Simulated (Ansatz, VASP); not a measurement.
**One calculation of H, two programs**

Contents of INCAR:

```
PREC = Accurate ; ENCUT = 520
EDIFF = 1E-6 ; ISMEAR = 0
SIGMA = 0.05 ; LREAL = F
LASPH = T ; NELM = 150
ALGO = Normal ; ISIF = 2
LWAVE = F ; LCHARG = F
ISPIN = 2 ; MAGMOM = 1.05 1.05
LORBIT = 11 ; GGA = PE
NBANDS = 12
```

KPOINTS

```
regular mesh
0
Gamma
  6 6 6
```

Contents of POSCAR:

```
H
1.0
    5.1636063001      0.0000000000      0.0000000000
   -2.5818031500      4.4718142310      0.0000000000
    0.0000000000      0.0000000000      4.3792545031
H
2
Direct
    0.3333333333      0.6666666667      0.2500000000
    0.6666666667      0.3333333333      0.7500000000
```

Input for Ansatz:

```yaml
crystal:
  lattice:
    - [5.1636063001, 0.0, 0.0]
    - [-2.58180315, 4.471814231, 0.0]
    - [0.0, 0.0, 4.3792545031]
  atoms:
    - { symbol: H, position: [0.3333333333, 0.6666666667, 0.25], spin: 1.05 }
    - { symbol: H, position: [0.6666666667, 0.3333333333, 0.75], spin: 1.05 }
basis:
  ecutwfc: 520.0
kpoints:
  mp_grid: { grid: [6, 6, 6] }
hamiltonian:
  xc: pbe
scf:
  occupations: { method: gaussian, width: 0.05 }
output:
  forces: true
  stress: true
  eigenvalues: true
  populations: true
  write_density: true
  write_potential: true
  elf: true
  volumetric_format: npy
magnetization:
  spin_polarized: true
```

Alike in both runs: task single point; functional PBE; k mesh 6 × 6 × 6; occupations gaussian, width 0.05 eV; collinear spin.

|  | VASP | Ansatz |
| --- | --- | --- |
| version | VASP 6.6.1 | Ansatz 0.2.0 |
| potentials or method | VASP PAW PBE potentials, release 64 (H), cutoff 520 eV | scalar-relativistic, plane waves, PAW |
| valence electrons in the cell | 2 | 2 |

|  | VASP | Ansatz | Ansatz less VASP |
| --- | --- | --- | --- |
| gap on the k mesh at the Fermi level (eV) | 6.80 | 6.80 | +0.001 |
| least direct gap on the mesh (eV) | 7.31 | 7.31 | +0.001 |
| pressure (GPa) | 0.0 | 0.1 | +0.03 |
| net moment per atom (μB) | 1.00 | 1.00 | 0.000 |
| size of the moment on the site where the two differ most (μB) | 0.38 | 0.94 | +0.563 |

Site moments also hang on the region over which each program counts them. Ansatz's warnings: nearly empty spin channel levels not settled, published levels not confirmed, xc potential rough in thin density.
